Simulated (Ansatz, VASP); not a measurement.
## One calculation of Os, two programs

```
Os
1.0
     0.00000    2.66080    2.66080
     2.66080    0.00000    2.66080
     2.66080    2.66080    0.00000
Os
2
Direct
  0.87500 0.87500 0.87500
  0.12500 0.12500 0.12500
```

Change from the starting cell: volume scaled by 0.92, PAW files.

Alike in both runs: task single point; functional LDA; k mesh 13 × 13 × 13; occupations fermi-dirac, width 0.05 eV; no spin polarisation.

|  | VASP | Ansatz |
| --- | --- | --- |
| version | VASP 6.6.1 | Ansatz 0.2.0 |
| potentials or method | VASP PAW LDA potentials, release 64 (Os) | PAW with Ansatz's default frozen-core files, scalar-relativistic |
| plane-wave cutoff (eV) | 520 | 420 |
| valence electrons in the cell | 16 | 32 |

Ansatz gave:

| Property | Result |
| --- | --- |
| pressure (GPa) | 23.5 |

Question: What did VASP give for the same quantities?

Answer: Pressure (GPa): 21.1.

LDA's correlation is that of Perdew and Zunger in VASP and of Perdew and Wang (1992) in Ansatz. VASP's potentials hold 16 valence electrons a cell and Ansatz's 32, so a difference there can come from the potentials and not from the codes.

Spin-orbit coupling is off throughout.
